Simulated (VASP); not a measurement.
Set up this calculation in VASP 6.6.1, as the native input.

| Quantity | Value |
| --- | --- |
| Task | single point |
| Functional | r2SCAN |
| Potentials or basis | VASP PAW PBE potentials, release 64 (Ga_d, N) |
| Cutoff | 520 eV |
| k mesh | 9 × 9 × 4 |
| Occupations | gaussian, width 0.01 eV |
| Spin | no spin polarisation |
| Dipole correction | no |
| Further INCAR settings | ALGO = Normal; EDIFF = 1e-07; NBANDS = 26 |

GaN:

```xyz
4
Lattice="3.1831 0.0000 0.0000 -1.5916 2.7567 0.0000 0.0000 0.0000 5.1836" Properties=species:S:1:pos:R:3 pbc="T T T"
Ga    0.0000    1.8378   -0.0046
Ga    1.5916    0.9189    2.5872
N     0.0000    1.8378    1.9485
N     1.5916    0.9189    4.5403
```

The input as run:

POSCAR

```
GaN
1.0
    3.1831495935      0.0000000000      0.0000000000
   -1.5915747967      2.7566884120      0.0000000000
    0.0000000000      0.0000000000      5.1836256325
Ga N
2 2
Direct
    0.3333333333      0.6666666667     -0.0008868489
    0.6666666667      0.3333333333      0.4991131511
    0.3333333333      0.6666666667      0.3758868489
    0.6666666667      0.3333333333      0.8758868489
```

INCAR.step1

```
SYSTEM = GaN
PREC = Accurate
ENCUT = 520
ISMEAR = 0
SIGMA = 0.01
LREAL = .False.
LASPH = .True.
NELM = 80
NBANDS = 26
GGA = PE
ALGO = Normal
EDIFF = 1E-4
LWAVE = .True.
LCHARG = .False.
```

INCAR.step2

```
SYSTEM = GaN
PREC = Accurate
ENCUT = 520
EDIFF = 1E-7
ISMEAR = 0
SIGMA = 0.01
LREAL = .False.
LASPH = .True.
NELM = 80
ALGO = Normal
ISIF = 2
LWAVE = .False.
LCHARG = .False.
METAGGA = R2SCAN
LMIXTAU = .True.
NBANDS = 26
ISTART = 1
```

KPOINTS

```
regular mesh
0
Gamma
  9 9 4
  0 0 0
```

Potentials or basis: VASP PAW PBE potentials, release 64 (Ga_d, N).

Launch:

```console
$ cat potpaw_PBE.64/Ga_d/POTCAR potpaw_PBE.64/N/POTCAR > POTCAR
$ cp INCAR.step1 INCAR
$ mpirun -np 1 vasp_std > vasp.out
$ cp INCAR.step2 INCAR
$ mpirun -np 1 vasp_std > vasp.out
```

It gave:

```yaml
Pressure: 1.1 GPa
Largest_force: 0.005 eV/Å
Band_gap_on_the_k_mesh: 2.34 eV, direct
```

Caveat: the PAW data sets were made with another functional, which shifts forces and pressure a little.

It took 6 min on 1 thread of AMD EPYC 7R13 (shared host), peak memory 0.16 GiB.
